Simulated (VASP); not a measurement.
# Hf2N (P4_2/mnm) in VASP: a series of runs, part 2 of 3

VASP 6.6.1.

## Step 3: Single point, PBEsol (15.69 Å³/atom)

Contents of INCAR:

```
SYSTEM = Hf2N
ALGO = Normal
EDIFF = 1E-6
ENCUT = 520
GGA = PS
ISIF = 2
ISMEAR = 0
LASPH = .TRUE.
LCHARG = .FALSE.
LREAL = .FALSE.
LWAVE = .FALSE.
NBANDS = 34
NELM = 100
PREC = Accurate
SIGMA = 0.15
```

Contents of KPOINTS:

```
k-points
0
G
  8 8 14
  0 0 0
```

Contents of POSCAR:

```
Hf2N
1.0
    5.2702447288      0.0000000000      0.0000000000
    0.0000000000      5.2702447288      0.0000000000
    0.0000000000      0.0000000000      3.3882403361
Hf N
4 2
Direct
    0.2954631013      0.2954631013      0.0000000000
    0.7045368987      0.7045368987      0.0000000000
    0.7954631013      0.2045368987      0.5000000000
    0.2045368987      0.7954631013      0.5000000000
    0.0000000000      0.0000000000      0.0000000000
    0.5000000000      0.5000000000      0.5000000000
```

Potentials or basis: VASP PAW PBE potentials, release 64 (Hf_pv, N).

On the command line:

```
cat potpaw_PBE.64/Hf_pv/POTCAR potpaw_PBE.64/N/POTCAR > POTCAR
mpirun -np 1 vasp_std > vasp.out
```

OUTCAR:

```text
SYSTEM = Hf2N
   EDIFF = 1E-6
   ENCUT = 520
   GGA = PS
   ISIF = 2
   ISMEAR = 0
   LASPH = .TRUE.
   LREAL = .FALSE.
   NELM = 100
   PREC = Accurate

 ion  position               nearest neighbor table
   1  0.295  0.295  0.000-   5 2.20   6 2.28   6 2.28   2 3.05   4 3.17   3 3.17   4 3.17   3 3.17
                             4 3.17   4 3.17   3 3.17   3 3.17   2 3.79   2 3.79
   2  0.705  0.705  0.000-   5 2.20   6 2.28   6 2.28   1 3.05   4 3.17   3 3.17   4 3.17   3 3.17
                             3 3.17   3 3.17   4 3.17   4 3.17   1 3.79   1 3.79
   3  0.795  0.205  0.500-   6 2.20   5 2.28   5 2.28   4 3.05   1 3.17   1 3.17   2 3.17   2 3.17
                             2 3.17   2 3.17   1 3.17   1 3.17   4 3.79   4 3.79
   4  0.205  0.795  0.500-   6 2.20   5 2.28   5 2.28   3 3.05   1 3.17   1 3.17   2 3.17   2 3.17
                             1 3.17   1 3.17   2 3.17   2 3.17   3 3.79   3 3.79
   5  0.000  0.000  0.000-   1 2.20   2 2.20   3 2.28   4 2.28   3 2.28   4 2.28
   6  0.500  0.500  0.500-   3 2.20   4 2.20   1 2.28   2 2.28   1 2.28   2 2.28

  LATTYP: Found a simple tetragonal cell.
 ALAT       =     5.2702447288
 C/A-ratio  =     0.6429000000

  Lattice vectors:

 A1 = (   5.2702447288,   0.0000000000,   0.0000000000)
 A2 = (   0.0000000000,   5.2702447288,   0.0000000000)
 A3 = (   0.0000000000,   0.0000000000,   3.3882403361)

Analysis of symmetry for initial positions (statically):
=====================================================================
 Subroutine PRICEL returns:
 Original cell was already a primitive cell.

 Routine SETGRP: Setting up the symmetry group for a
 simple tetragonal supercell.

 Subroutine GETGRP returns: Found 16 space group operations
 (whereof  8 operations were pure point group operations)
 out of a pool of 16 trial point group operations.

The static configuration has the point symmetry D_2h.
 The point group associated with its full space group is D_4h.

Analysis of symmetry for dynamics (positions and initial velocities):
=====================================================================
[... 143 lines left out ...]
   LORBIT       =      0    0 simple, 1 ext, 2 COOP (PROOUT), +10 PAW based schemes
   GGA     = PS    functional components
   LHFCALC =     F    Hartree Fock is set to
   AEXX    =    0.0000 exact exchange contribution
   IVDW    =     0    specifies the selected vdW correction
   LEPSILON=     F    determine dielectric tensor
   LRPA    =     F    only Hartree local field effects (RPA)
 non-spin polarized calculation
 Gauss-broadening in eV      SIGMA  =   0.15
  energy-cutoff  :      520.00
  volume of cell :       94.11
 maximum number of plane-waves:      2564
 NGX is ok and might be reduce to    40
   NGX = 19   NGY = 19   NGZ = 13

 number of electron      50.0000002 magnetization

 Free energy of the ion-electron system (eV)
  ---------------------------------------------------
  ext. energy  EPLUGINS =         0.00000000
  ---------------------------------------------------
  free energy    TOTEN  =       -67.24361947 eV

  energy without entropy =      -67.21035448  energy(sigma->0) =      -67.22698697

 E-fermi :   5.6114     XC(G=0): -11.9715

 val. band max:        5.6069579584   @ k =   0.5000   0.2500   0.2857
 cond. band min:       5.6273899552   @ k =   0.3750   0.0000   0.2143
 fundamental gap:      0.0204319968
 Fermi energy:         5.6113506129

 k-point     1 :       0.0000    0.0000    0.0000
  band No.  band energies     occupation
      1     -25.5762      2.00000
      2     -25.0938      2.00000
      3     -25.0300      2.00000
      4     -25.0300      2.00000
      5     -24.9347      2.00000
      6     -24.7358      2.00000
[... 877 lines left out ...]
     33       9.3725      0.00000
     34       9.3725      0.00000

 [... further k-points ...]

------------------------ aborting loop because EDIFF is reached ----------------------------------------

  FORCE on cell =-STRESS in cart. coord.  units (eV):
  Direction    XX          YY          ZZ          XY          YZ          ZX
  --------------------------------------------------------------------------------------
  -------------------------------------------------------------------------------------
  Total       -2.1638537     -2.1638537    -10.5090962     -0.0000000      0.0000000      0.0000000
  in kB      -36.8385655    -36.8385655   -178.9122910     -0.0000000      0.0000000      0.0000000
  external PRESSURE =     -84.1964740 kB  Pullay stress =       0.0000000 kB

 VOLUME and BASIS-vectors are now :
 -----------------------------------------------------------------------------
  energy-cutoff  :      520.00
  volume of cell :       94.11
      direct lattice vectors                 reciprocal lattice vectors
     5.270244729  0.000000000  0.000000000     0.189744509  0.000000000  0.000000000
     0.000000000  5.270244729  0.000000000     0.000000000  0.189744509  0.000000000
     0.000000000  0.000000000  3.388240336     0.000000000  0.000000000  0.295138450

 POSITION                                       TOTAL-FORCE (eV/Angst)
 -----------------------------------------------------------------------------------
      1.55716      1.55716      0.00000        -0.052077     -0.052077      0.000000
      3.71308      3.71308      0.00000         0.052077      0.052077      0.000000
      4.19229      1.07796      1.69412        -0.052077      0.052077      0.000000
      1.07796      4.19229      1.69412         0.052077     -0.052077      0.000000
      0.00000      0.00000      0.00000         0.000000     -0.000000      0.000000
      2.63512      2.63512      1.69412         0.000000     -0.000000      0.000000
 -----------------------------------------------------------------------------------
    total drift:                               -0.000000      0.000000     -0.000000

  FREE ENERGIE OF THE ION-ELECTRON SYSTEM (eV)
  ---------------------------------------------------
  free  energy   TOTEN  =       -67.2436194680 eV

  energy  without entropy=      -67.2103544800  energy(sigma->0) =      -67.22698697
```

OSZICAR:

```text
N       E                     dE             d eps       ncg     rms          rms(c)
DAV:   1     0.217311646387E+03    0.21731E+03   -0.27436E+04  8176   0.144E+03
DAV:   2    -0.592204096450E+02   -0.27653E+03   -0.26490E+03 10066   0.356E+02
DAV:   3    -0.736983709662E+02   -0.14478E+02   -0.14046E+02 10504   0.590E+01
DAV:   4    -0.739558891720E+02   -0.25752E+00   -0.25611E+00 10096   0.830E+00
DAV:   5    -0.739612777513E+02   -0.53886E-02   -0.53820E-02 10480   0.999E-01    0.985E+01
DAV:   6    -0.677515071331E+02    0.62098E+01   -0.35176E+01  9758   0.234E+01    0.693E+01
DAV:   7    -0.674961143938E+02    0.25539E+00   -0.60978E+00  9744   0.109E+01    0.207E+01
DAV:   8    -0.672552390996E+02    0.24088E+00   -0.10460E+00 10190   0.434E+00    0.293E+00
DAV:   9    -0.672493844683E+02    0.58546E-02   -0.20522E-01  9616   0.194E+00    0.335E+00
DAV:  10    -0.672438644534E+02    0.55200E-02   -0.42671E-02 10012   0.879E-01    0.112E+00
DAV:  11    -0.672438549056E+02    0.95477E-05   -0.59182E-03  9978   0.349E-01    0.787E-01
DAV:  12    -0.672436250525E+02    0.22985E-03   -0.58617E-04  9822   0.107E-01    0.345E-01
DAV:  13    -0.672436190624E+02    0.59901E-05   -0.16209E-04 10048   0.494E-02    0.181E-02
DAV:  14    -0.672436194680E+02   -0.40562E-06   -0.38843E-06  8994   0.103E-02
   1 F= -.67243619E+02 E0= -.67226987E+02  d E =-.332650E-01
```

Run time: 3.8 min. Hardware: 1 thread of Intel Xeon Platinum 8124M at 3.00GHz (Skylake/Cascade Lake), shared host; peak memory 0.41 GiB.

What came out:

```
Free energy            : -67.2436 eV
Pressure               : -8.4 GPa
Largest force          : 0.074 eV/Å
Band gap on the k mesh : zero (bands 25 and 26 overlap by 2.50 eV)
```

Forces in eV/Å, atoms in the order of the input:
```
Hf  -0.052 -0.052  0.000
Hf   0.052  0.052  0.000
Hf  -0.052  0.052  0.000
Hf   0.052 -0.052  0.000
N    0.000  0.000  0.000
N    0.000  0.000  0.000
```

Stress tensor (GPa, compression positive):
```
 -3.68   0.00   0.00
  0.00  -3.68   0.00
  0.00   0.00 -17.89
```

Caveat: the cell stands under tension; the PAW data sets were made with another functional, which shifts forces and pressure a little; spin-orbit coupling is left out, which moves the levels of the heavy elements.

## Step 4: Single point, PBEsol (15.68 Å³/atom)

Contents of INCAR:

```
SYSTEM = Hf2N
PREC     = Accurate       ! precision mode
ENCUT    = 520            ! plane-wave cutoff, eV
EDIFF    = 1E-7           ! SCF threshold, eV
ISMEAR   = 0              ! smearing method
SIGMA    = 0.15           ! smearing width, eV
LREAL    = .FALSE.        ! projectors in reciprocal space
LASPH    = .TRUE.         ! aspherical terms in the spheres
NELM     = 100            ! most SCF steps
ALGO     = Normal         ! electronic algorithm
ISIF     = 2              ! what is computed and relaxed
LWAVE    = .FALSE.        ! write WAVECAR
LCHARG   = .TRUE.         ! write CHGCAR
GGA      = PS             ! functional
LELF     = .TRUE.         ! ELF
LVHAR    = .TRUE.       
NBANDS   = 34             ! bands
```

Contents of KPOINTS:

```
regular mesh
0
G
  8 8 14
  0 0 0
```

Changes to POSCAR since step 3:

```diff
@@ -2,5 +2,5 @@
 1.0
-    5.2702447288      0.0000000000      0.0000000000
-    0.0000000000      5.2702447288      0.0000000000
-    0.0000000000      0.0000000000      3.3882403361
+    5.4614899056      0.0000000000      0.0000000000
+    0.0000000000      5.4614899056      0.0000000000
+    0.0000000000      0.0000000000      3.1551027185
 Hf N
```

On the command line:

```
cat potpaw_PBE.64/Hf_pv/POTCAR potpaw_PBE.64/N/POTCAR > POTCAR
mpirun -np 1 vasp_std > vasp.out
```

It took 4.3 min on 1 thread of Intel Xeon Platinum 8124M at 3.00GHz (Skylake/Cascade Lake), shared host; peak memory 0.41 GiB.

Results (log left out):

* Free energy: -67.2587 eV
* Pressure: -7.7 GPa
* Largest force: 0.192 eV/Å
* Band gap on the k mesh: zero (bands 25 and 26 overlap by 2.48 eV)

Forces in eV/Å, atoms in the order of the input:
```
Hf   0.136  0.136  0.000
Hf  -0.136 -0.136  0.000
Hf   0.136 -0.136  0.000
Hf  -0.136  0.136  0.000
N    0.000  0.000  0.000
N    0.000  0.000  0.000
```

Stress tensor (GPa, compression positive):
```
-12.61   0.00   0.00
  0.00 -12.61   0.00
  0.00   0.00   2.02
```

Levels at points of the mesh, in eV from the Fermi level:
```csv
k point,band 22,band 23,band 24,band 25,band 26,band 27,band 28,band 29
"(0.00, 0.00, 0.00)",-2.11,-0.30,0.52,0.97,0.97,1.28,1.58,2.14
"(0.50, 0.00, 0.00)",-2.54,-1.07,-1.07,1.33,1.33,1.58,1.58,2.31
"(0.50, 0.50, 0.00)",-1.82,-1.51,-1.51,1.06,1.06,1.32,1.32,1.52
"(0.00, 0.00, 0.50)",-1.28,-1.27,-1.27,-1.15,-1.15,1.92,1.92,3.47
"(0.50, 0.00, 0.50)",-1.88,-1.05,-1.05,-0.84,-0.84,1.64,1.64,3.57
"(0.50, 0.50, 0.50)",-1.53,-0.92,-0.92,-0.44,-0.44,1.17,1.17,2.76
```

Caveat: the cell stands under tension; the PAW data sets were made with another functional, which shifts forces and pressure a little; spin-orbit coupling is left out, which moves the levels of the heavy elements.

[end of part 2 of 3]
